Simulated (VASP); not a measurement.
Wanted: the native input for a VASP 6.6.1 run.

* Task: single point
* Functional: PBE
* Potentials or basis: VASP PAW PBE potentials, release 64 (Cu, Te, As)
* Cutoff: 520 eV
* k mesh: 4 × 4 × 4
* Occupations: gaussian, width 0.1 eV
* Spin: no spin polarisation
* Dipole correction: no
* Further INCAR settings: ALGO = Normal; EDIFF = 1e-06; NBANDS = 36

The structure of Cu3TeAs3 lies in POSCAR:

```
Cu3TeAs3
1.0
    5.2727431400      0.0000000000      0.0000000000
    0.0000000000      5.2727431400      0.0000000000
    0.0000000000      0.0000000000      5.2727431400
Cu Te As
3 1 3
Direct
    0.5000000000      0.5000000000      0.0000000000
    0.0000000000      0.5000000000      0.5000000000
    0.5000000000      0.0000000000      0.5000000000
    0.5000000000      0.5000000000      0.5000000000
    0.5000000000      0.0000000000      0.0000000000
    0.0000000000      0.5000000000      0.0000000000
    0.0000000000      0.0000000000      0.5000000000
```

The cell was built from a structure type or drawn by symmetry, and may not be a known phase.

One way to write it, as run:

INCAR

```
PREC = Accurate
ENCUT = 520
EDIFF = 1E-6
ISMEAR = 0
SIGMA = 0.1
LREAL = F
LASPH = T
NELM = 100
ALGO = Normal
ISIF = 2
LWAVE = F
LCHARG = T
GGA = PE
LELF = T
LVHAR = T
NBANDS = 36
```

KPOINTS

```
regular mesh
0
Gamma
  4 4 4
```

Potentials or basis: VASP PAW PBE potentials, release 64 (Cu, Te, As).

Run with:

```bash
$ cat potpaw_PBE.64/Cu/POTCAR potpaw_PBE.64/Te/POTCAR potpaw_PBE.64/As/POTCAR > POTCAR
$ mpirun -np 1 vasp_std > vasp.out
```

It gave:

| Item | Value |
| --- | --- |
| Pressure | -4.8 GPa |
| Band gap on the k mesh | zero (bands 27 and 28 overlap by 2.88 eV) |

Caveat: the cell stands under tension; spin-orbit coupling is left out, which moves the levels of the heavy elements.

Run time: 49 s on 1 thread of AMD EPYC 9R45 96-Core Processor (Zen 5), on a shared host, peak memory 0.23 GiB.
